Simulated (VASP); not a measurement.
# Ru in VASP: a series of runs

The runs below take Ru through single point, relaxation of cell and atoms, with PBEsol.

All numbers are computed with VASP 6.6.1; they aren't measurements. Logs are shortened: lines on timing, memory, paths and dates and some standing lists are left out, and cuts for length are marked.

## 1. The cell of the first run

It takes space group Fm-3m (No. 225, cubic). The conventional cell has a = 3.791 Å, b = 3.791 Å, c = 3.791 Å, α = 90.00°, β = 90.00°, γ = 90.00°. Within 3.5 Å of Ru (site symmetry m-3m) lie 12 Ru at 2.68 Å.

## 2. Single point, PBEsol

INCAR

```
SYSTEM = Ru
ALGO     = Normal         ! electronic algorithm
EDIFF    = 1E-6           ! SCF threshold, eV
ENCUT    = 500            ! plane-wave cutoff, eV
GGA      = PS             ! functional
GGA_COMPAT= .False.      
ISIF     = 2              ! what is computed and relaxed
ISMEAR   = 0              ! smearing method
LASPH    = .True.         ! aspherical terms in the spheres
LCHARG   = .False.        ! write CHGCAR
LREAL    = .False.        ! projectors in reciprocal space
LWAVE    = .False.        ! write WAVECAR
NBANDS   = 13             ! bands
NELM     = 120            ! most SCF steps
PREC     = Accurate       ! precision mode
SIGMA    = 0.1            ! smearing width, eV
```

KPOINTS

```
k-points
0
Gamma
  8 8 8
  0 0 0
```

POSCAR

```
Ru
1.0
    0.0000000000      1.8956891339      1.8956891339
    1.8956891339      0.0000000000      1.8956891339
    1.8956891339      1.8956891339      0.0000000000
Ru
1
Direct
    0.0000000000      0.0000000000      0.0000000000
```

Potentials or basis: VASP PAW PBE potentials, release 64 (Ru_pv).

Started as:

```bash
$ cat potpaw_PBE.64/Ru_pv/POTCAR > POTCAR
$ mpirun -np 1 vasp_std > vasp.out
```

OUTCAR:

```text
SYSTEM = Ru
   EDIFF = 1E-6
   ENCUT = 500
   GGA = PS
   ISIF = 2
   ISMEAR = 0
   LASPH = .True.
   LREAL = .False.
   NELM = 120
   PREC = Accurate

 ion  position               nearest neighbor table
   1  0.000  0.000  0.000-

  LATTYP: Found a face centered cubic cell.
 ALAT       =     3.7913782678

  Lattice vectors:

 A1 = (   0.0000000000,   1.8956891339,   1.8956891339)
 A2 = (   1.8956891339,   0.0000000000,   1.8956891339)
 A3 = (   1.8956891339,   1.8956891339,   0.0000000000)

Analysis of symmetry for initial positions (statically):
=====================================================================
 Subroutine PRICEL returns:
 Original cell was already a primitive cell.

 Routine SETGRP: Setting up the symmetry group for a
 face centered cubic supercell.

 Subroutine GETGRP returns: Found 48 space group operations
 (whereof 48 operations were pure point group operations)
 out of a pool of 48 trial point group operations.

The static configuration has the point symmetry O_h .

Analysis of symmetry for dynamics (positions and initial velocities):
=====================================================================
 Subroutine PRICEL returns:
 Original cell was already a primitive cell.

 Routine SETGRP: Setting up the symmetry group for a
 face centered cubic supercell.

 Subroutine GETGRP returns: Found 48 space group operations
 (whereof 48 operations were pure point group operations)
 out of a pool of 48 trial point group operations.

The dynamic configuration has the point symmetry O_h .

 Subroutine INISYM returns: Found 48 space group operations
 (whereof 48 operations are pure point group operations),
 and found     1 'primitive' translations

----------------------------------------------------------------------------------------

                                     Primitive cell

  volume of cell :      13.6248

  direct lattice vectors                    reciprocal lattice vectors
     0.000000000  1.895689134  1.895689134    -0.263756325  0.263756325  0.263756325
     1.895689134  0.000000000  1.895689134     0.263756325 -0.263756325  0.263756325
     1.895689134  1.895689134  0.000000000     0.263756325  0.263756325 -0.263756325

  length of vectors
     2.680909283  2.680909283  2.680909283     0.456839356  0.456839356  0.456839356

  position of ions in fractional coordinates (direct lattice)
     0.000000000  0.000000000  0.000000000

  ion indices of the primitive-cell ions
   primitive index   ion index
                 1           1

----------------------------------------------------------------------------------------

 KPOINTS: k-points

Automatic generation of k-mesh.
 Grid dimensions read from file:
 generate k-points for:    8    8    8

 Generating k-lattice:

  Cartesian coordinates                     Fractional coordinates (reciprocal lattice)
    -0.032969541  0.032969541  0.032969541     0.125000000  0.000000000  0.000000000
     0.032969541 -0.032969541  0.032969541     0.000000000  0.125000000  0.000000000
     0.032969541  0.032969541 -0.032969541     0.000000000  0.000000000  0.125000000

  Length of vectors
     0.057104920  0.057104920  0.057104920

  Shift w.r.t. Gamma in fractional coordinates (k-lattice)
     0.000000000  0.000000000  0.000000000

 Subroutine IBZKPT returns following result:
 ===========================================

 Found     29 irreducible k-points:

 Following reciprocal coordinates:
            Coordinates               Weight
  0.000000  0.000000  0.000000      1.000000
  0.125000  0.000000  0.000000      8.000000
  0.250000  0.000000  0.000000      8.000000
  0.375000  0.000000  0.000000      8.000000
  0.500000  0.000000  0.000000      4.000000
  0.125000  0.125000  0.000000      6.000000
[... 16 lines left out ...]
  0.500000  0.250000  0.125000     48.000000
 -0.375000  0.250000  0.125000     24.000000
 [... further k-points ...]
   k-points           NKPTS =     29   k-points in BZ     NKDIM =     29   number of bands    NBANDS=     13
   number of dos      NEDOS =    301   number of ions     NIONS =      1
   total plane-waves  NPLWV =   8000
   dimension x,y,z NGX =    20 NGY =   20 NGZ =   20
   dimension x,y,z NGXF=    40 NGYF=   40 NGZF=   40
   ions per type =               1
   NGX,Y,Z   is equivalent  to a cutoff of  12.40, 12.40, 12.40 a.u.
   NGXF,Y,Z  is equivalent  to a cutoff of  24.80, 24.80, 24.80 a.u.
 SYSTEM =  Ru
   PREC   = accura    normal or accurate (medium, high low for compatibility)
   ISTART =      0    job   : 0-new  1-cont  2-samecut
   ICHARG =      2    charge: 1-file 2-atom 10-const
   ISPIN  =      1    spin polarized calculation?
   LNONCOLLINEAR =      F non collinear calculations
   LSORBIT =      F    spin-orbit coupling
   LASPH  =      T    aspherical Exc in radial PAW
   ENCUT  =  500.0 eV  36.75 Ry    6.06 a.u.   4.89  4.89  4.89*2*pi/ulx,y,z
   NELM   =    120;   NELMIN=  2; NELMDL= -5     # of ELM steps
   EDIFF  = 0.1E-05   stopping-criterion for ELM
   LREAL  =      F    real-space projection
   EDIFFG = 0.1E-04   stopping-criterion for IOM
   NSW    =      0    number of steps for IOM
   IBRION =     -1    ionic relax: 0-MD 1-quasi-New 2-CG
   NFREE  =      0    steps in history (QN), initial steepest desc. (CG)
   ISIF   =      2    stress and relaxation
   ISYM   =      2    0-nonsym 1-usesym 2-fastsym
   POTIM  = 0.5000    time-step for ionic-motion
   TEBEG  =    0.0;   TEEND  =   0.0 temperature during run
   PSTRESS=    0.0 pullay stress
   NELECT =      14.0000    total number of electrons
   NUPDOWN=      -1.0000    fix difference up-down
   EMIN   =  10.00;   EMAX   =-10.00  energy-range for DOS
   EFERMI =   0.00;   METHOD = LEGACY
   ISMEAR =     0;   SIGMA  =   0.10  broadening in eV -4-tet -1-fermi 0-gaus
   EFERMI_NEDOS =   21; number of points for ismear=-14 and -15
   IALGO  =     38    algorithm
   IMIX   =      4    mixing-type and parameters
     AMIX     =   0.40;   BMIX     =  1.00
     AMIX_MAG =   1.60;   BMIX_MAG =  1.00
  volume/ion in A,a.u.               =      13.62        91.94
  Fermi-wavevector in a.u.,A,eV,Ry     =   1.651989  3.121806 37.131204  2.729066
  Thomas-Fermi vector in A             =   2.740674
   LORBIT       =      0    0 simple, 1 ext, 2 COOP (PROOUT), +10 PAW based schemes
   GGA     = PS    functional components
   LHFCALC =     F    Hartree Fock is set to
   AEXX    =    0.0000 exact exchange contribution
   IVDW    =     0    specifies the selected vdW correction
   LEPSILON=     F    determine dielectric tensor
   LRPA    =     F    only Hartree local field effects (RPA)
 non-spin polarized calculation
 Gauss-broadening in eV      SIGMA  =   0.10
  energy-cutoff  :      500.00
  volume of cell :       13.62
 maximum number of plane-waves:       360
   NGX =  9   NGY =  9   NGZ =  9

 number of electron      14.0000005 magnetization

 Free energy of the ion-electron system (eV)
  ---------------------------------------------------
  ext. energy  EPLUGINS =         0.00000000
  ---------------------------------------------------
  free energy    TOTEN  =       -10.08748068 eV

  energy without entropy =      -10.08369610  energy(sigma->0) =      -10.08558839

 E-fermi :  12.4395     XC(G=0): -14.2554

 val. band max:       12.3623942988   @ k =  -0.3750   0.3750   0.1250
 cond. band min:      12.4398936540   @ k =   0.0000   0.0000   0.0000
 fundamental gap:      0.0774993552
 Fermi energy:        12.4395417883

 k-point     1 :       0.0000    0.0000    0.0000
  band No.  band energies     occupation
      1     -29.8058      2.00000
      2     -29.8058      2.00000
      3     -29.8058      2.00000
      4       4.5842      2.00000
      5       9.9829      2.00000
      6       9.9829      2.00000
      7       9.9829      2.00000
      8      12.4399      0.99603
      9      12.4399      0.99603
     10      22.9871      0.00000
     11      27.5696      0.00000
     12      33.2765      0.00000
     13      33.2765      0.00000

 k-point     2 :       0.1250    0.0000    0.0000
  band No.  band energies     occupation
      1     -29.9685      2.00000
      2     -29.8270      2.00000
      3     -29.8270      2.00000
      4       5.2207      2.00000
      5       9.6870      2.00000
      6      10.2282      2.00000
      7      10.2282      2.00000
      8      12.3062      1.94068
      9      12.3062      1.94068
     10      22.9870      0.00000
     11      28.5954      0.00000
     12      30.9055      0.00000
     13      34.3357      0.00000

 k-point     3 :       0.2500    0.0000    0.0000
  band No.  band energies     occupation
      1     -30.3508      2.00000
      2     -29.8778      2.00000
      3     -29.8778      2.00000
      4       6.4480      2.00000
      5       9.7213      2.00000
      6      10.3843      2.00000
      7      10.3843      2.00000
      8      12.6016      0.02195
      9      12.6016      0.02195
     10      22.9864      0.00000
     11      27.6729      0.00000
     12      29.9035      0.00000
     13      37.0439      0.00000
[... 305 lines left out ...]
 k-point    23 :       0.5000    0.2500    0.1250
  band No.  band energies     occupation
      1     -30.6392      2.00000
      2     -30.1930      2.00000
      3     -30.0051      2.00000
      4       7.8009      2.00000
      5       8.9145      2.00000
      6       9.5672      2.00000
      7      11.5086      2.00000
      8      13.4199      0.00000
      9      16.7909      0.00000
     10      22.9840      0.00000
     11      25.0551      0.00000
     12      28.9971      0.00000
     13      30.4399      0.00000

 k-point    24 :      -0.3750    0.2500    0.1250
  band No.  band energies     occupation
      1     -30.7240      2.00000
      2     -30.2298      2.00000
      3     -30.0382      2.00000
      4       7.7354      2.00000
      5       8.6379      2.00000
      6      10.3717      2.00000
      7      11.1793      2.00000
      8      14.0595      0.00000
      9      18.8897      0.00000
     10      22.0959      0.00000
     11      22.9979      0.00000
     12      28.8509      0.00000
     13      29.9979      0.00000

 [... further k-points ...]

------------------------ aborting loop because EDIFF is reached ----------------------------------------

  FORCE on cell =-STRESS in cart. coord.  units (eV):
  Direction    XX          YY          ZZ          XY          YZ          ZX
  --------------------------------------------------------------------------------------
  -------------------------------------------------------------------------------------
  Total       -0.5910037     -0.5910037     -0.5910037     -0.0000000      0.0000000     -0.0000000
  in kB      -69.4975407    -69.4975407    -69.4975407     -0.0000000      0.0000000     -0.0000000
  external PRESSURE =     -69.4975407 kB  Pullay stress =       0.0000000 kB

 VOLUME and BASIS-vectors are now :
 -----------------------------------------------------------------------------
  energy-cutoff  :      500.00
  volume of cell :       13.62
      direct lattice vectors                 reciprocal lattice vectors
     0.000000000  1.895689134  1.895689134    -0.263756325  0.263756325  0.263756325
     1.895689134  0.000000000  1.895689134     0.263756325 -0.263756325  0.263756325
     1.895689134  1.895689134  0.000000000     0.263756325  0.263756325 -0.263756325

 POSITION                                       TOTAL-FORCE (eV/Angst)
 -----------------------------------------------------------------------------------
      0.00000      0.00000      0.00000         0.000000      0.000000      0.000000
 -----------------------------------------------------------------------------------
    total drift:                                0.000000      0.000000      0.000000

  FREE ENERGIE OF THE ION-ELECTRON SYSTEM (eV)
  ---------------------------------------------------
  free  energy   TOTEN  =       -10.0874806797 eV

  energy  without entropy=      -10.0836960966  energy(sigma->0) =      -10.08558839
```

Wall time 6.7 s (1 thread of Intel Xeon Platinum 8375C at 2.90GHz (Ice Lake), shared host); peak memory 0.12 GiB.

What came out:

| Property | Result |
| --- | --- |
| Free energy | -10.0875 eV |
| Pressure | -6.9 GPa |
| Band gap on the k mesh | zero (band 7 reaches 14.83 eV, above the bottom of band 8 at 11.69 eV) |

Levels at points of the mesh, in eV from the Fermi level:
```tsv
k point	band 4	band 5	band 6	band 7	band 8	band 9	band 10	band 11
(0.00, 0.00, 0.00)	-7.86	-2.46	-2.46	-2.46	0.00	0.00	10.55	15.13
(0.50, 0.00, 0.00)	-5.97	-2.58	-2.58	1.08	1.87	1.87	10.11	10.57
(0.50, 0.50, 0.00)	-6.27	-5.79	1.83	2.39	2.39	3.71	10.54	13.49
```

Caveat: the PAW data sets were made with another functional, which shifts forces and pressure a little.

## 3. Single point, PBEsol

This run uses another cell than the first one, of 13.35 Å³/atom, 0.980 times its volume.

INCAR

```
SYSTEM = Ru
  PREC = Accurate
  ENCUT = 500
  EDIFF = 1E-6
  ISMEAR = 0
  SIGMA = 0.1
  LREAL = .FALSE.
  LASPH = .TRUE.
  NELM = 120
  ALGO = Normal
  ISIF = 2
  LWAVE = .FALSE.
  LCHARG = .FALSE.
  GGA = PS
  NBANDS = 13
  GGA_COMPAT = .FALSE.
```

KPOINTS

```
Automatic mesh
0
G
  8 8 8
  0 0 0
```

POSCAR

```
Ru
1.0
    0.0000000000      1.8828868181      1.8828868181
    1.8828868181      0.0000000000      1.8828868181
    1.8828868181      1.8828868181      0.0000000000
Ru
1
Direct
    0.0000000000      0.0000000000      0.0000000000
```

Potentials or basis: VASP PAW PBE potentials, release 64 (Ru_pv).

Started as:

```bash
$ cat potpaw_PBE.64/Ru_pv/POTCAR > POTCAR
$ mpirun -np 1 vasp_std > vasp.out
```

Wall time 7.9 s (1 thread of Intel Xeon Platinum 8375C at 2.90GHz (Ice Lake), shared host); peak memory 0.12 GiB.

The run converged. Its results:

```yaml
Free_energy: -10.0937 eV
Pressure: -0.3 GPa
Band_gap_on_the_k_mesh: zero (band 7 reaches 15.28 eV, above the bottom of band 8 at 12.04 eV)
```

Levels at points of the mesh, in eV from the Fermi level:
| k point | band 3 | band 4 | band 5 | band 6 | band 7 | band 8 | band 9 | band 10 | band 11 | band 12 |
| --- | --- | --- | --- | --- | --- | --- | --- | --- | --- | --- |
| (0.00, 0.00, 0.00) | -42.24 | -7.97 | -2.53 | -2.53 | -2.53 | 0.01 | 0.01 | 10.53 | 15.12 | 20.94 |
| (0.50, 0.00, 0.00) | -42.39 | -6.12 | -2.66 | -2.66 | 1.10 | 1.94 | 1.94 | 10.35 | 10.60 | 14.73 |
| (0.50, 0.50, 0.00) | -42.65 | -6.45 | -5.96 | 1.90 | 2.47 | 2.47 | 3.79 | 10.53 | 13.64 | 13.64 |

Caveat: the k points lie up to 0.36 Å⁻¹ apart; the PAW data sets were made with another functional, which shifts forces and pressure a little.

## 4. Single point, PBEsol

This run uses another cell than the first one, of 13.34 Å³/atom, 0.979 times its volume.

INCAR

```
SYSTEM = Ru
ALGO = Normal ; EDIFF = 1E-6
ENCUT = 500 ; GGA = PS
GGA_COMPAT = .FALSE. ; ISIF = 2
ISMEAR = 0 ; LASPH = .TRUE.
LCHARG = .FALSE. ; LREAL = .FALSE.
LWAVE = .FALSE. ; NBANDS = 13
NELM = 120 ; PREC = Accurate
SIGMA = 0.1
```

KPOINTS

```
k-points
0
G
  8 8 8
  0 0 0
```

POSCAR

```
Ru
1.0
   -1.3308742293      1.3308742293      1.8826326429
    1.3308742293     -1.3308742293      1.8826326429
    1.3308742293      1.3308742293     -1.8826326429
Ru
1
Direct
    0.0000000000      0.0000000000      0.0000000000
```

Started as:

```bash
$ cat potpaw_PBE.64/Ru_pv/POTCAR > POTCAR
$ mpirun -np 1 vasp_std > vasp.out
```

Wall time 12 s (1 thread of Intel Xeon Platinum 8375C at 2.90GHz (Ice Lake), shared host); peak memory 0.13 GiB.

The run converged. Its results:

| Item | Value |
| --- | --- |
| Free energy | -10.0937 eV |
| Pressure | 0.0 GPa |
| Band gap on the k mesh | zero (band 7 reaches 15.30 eV, above the bottom of band 8 at 12.05 eV) |

Levels at points of the mesh, in eV from the Fermi level:
```
           k point  band 3  band 4  band 5  band 6  band 7  band 8  band 9  band 10  band 11  band 12
(0.00, 0.00, 0.00)  -42.24   -7.97   -2.53   -2.53   -2.53    0.01    0.01    10.53    15.12    20.94
(0.50, 0.00, 0.00)  -42.39   -6.12   -2.66   -2.66    1.11    1.94    1.95    10.36    10.60    14.73
(0.50, 0.50, 0.00)  -42.65   -6.46   -5.96    1.90    2.48    2.48    3.79    10.53    13.64    13.65
(0.50, 0.50, 0.50)  -42.65   -6.46   -5.96    1.90    2.48    2.48    3.79    10.53    13.65    13.65
```

Caveat: the k points lie up to 0.42 Å⁻¹ apart; the PAW data sets were made with another functional, which shifts forces and pressure a little.

## 5. Relaxation of cell and atoms, PBEsol

INCAR

```
  PREC = Accurate
  ENCUT = 500
  EDIFF = 1E-7
  ISMEAR = 0
  SIGMA = 0.1
  LREAL = F
  LASPH = T
  NELM = 120
  ALGO = Normal
  ISIF = 3
  LWAVE = F
  LCHARG = F
  GGA = PS
  IBRION = 2
  NSW = 90
  EDIFFG = -0.04
  GGA_COMPAT = F
  NELMIN = 4
```

KPOINTS

```
Automatic mesh
0
Gamma
  8 8 8
```

POSCAR

```
Ru
1.0
    0.0000000000      1.8956891339      1.8956891339
    1.8956891339      0.0000000000      1.8956891339
    1.8956891339      1.8956891339      0.0000000000
Ru
1
Direct
    0.0000000000      0.0000000000      0.0000000000
```

Started as:

```bash
$ cat potpaw_PBE.64/Ru_pv/POTCAR > POTCAR
$ mpirun -np 1 vasp_std > vasp.out
```

Run time: 16 s. Hardware: 1 thread of Intel Xeon Platinum 8375C at 2.90GHz (Ice Lake), shared host; peak memory 0.13 GiB.

It converged, with:

```
Free energy                            : -10.0939 eV
Relaxed volume                         : 13.34 Å³/atom
Relaxed cell                           : a = 2.662 Å, b = 2.662 Å, c = 2.662 Å, α = 60.00°, β = 60.00°, γ = 60.00°
Space group after relaxing (to 0.05 Å) : Fm-3m (No. 225)
Energy gained by relaxing              : 6.4 meV/atom
Ionic steps                            : 3
Pressure after relaxing                : -0.2 GPa
Band gap on the k mesh                 : zero (band 7 reaches 15.29 eV, above the bottom of band 8 at 12.04 eV)
```

Step by step:
```tsv
step	energy change (eV)	largest force (eV/Å)	pressure (GPa)	volume (Å³)
1	0.0000	0.0000	-6.95	13.62
2	0.0586	0.0000	26.35	12.49
3	-0.0064	0.0000	-0.18	13.34
```

Final structure:
```xyz
1
Lattice="0.0000 1.8826 1.8826 1.8826 0.0000 1.8826 1.8826 1.8826 0.0000" Properties=species:S:1:pos:R:3 pbc="T T T"
Ru    0.0000    0.0000    0.0000
```

Levels at points of the mesh, in eV from the Fermi level:
| k point | band 5 | band 6 | band 7 | band 8 | band 9 | band 10 |
| --- | --- | --- | --- | --- | --- | --- |
| (0.00, 0.00, 0.00) | -2.53 | -2.53 | -2.53 | 0.01 | 0.01 | 10.53 |
| (0.50, 0.00, 0.00) | -2.66 | -2.66 | 1.11 | 1.94 | 1.94 | 10.35 |
| (0.50, 0.50, 0.00) | -5.96 | 1.90 | 2.48 | 2.48 | 3.79 | 10.53 |

Caveat: the PAW data sets were made with another functional, which shifts forces and pressure a little.

(Continued in part 2 of 2.)
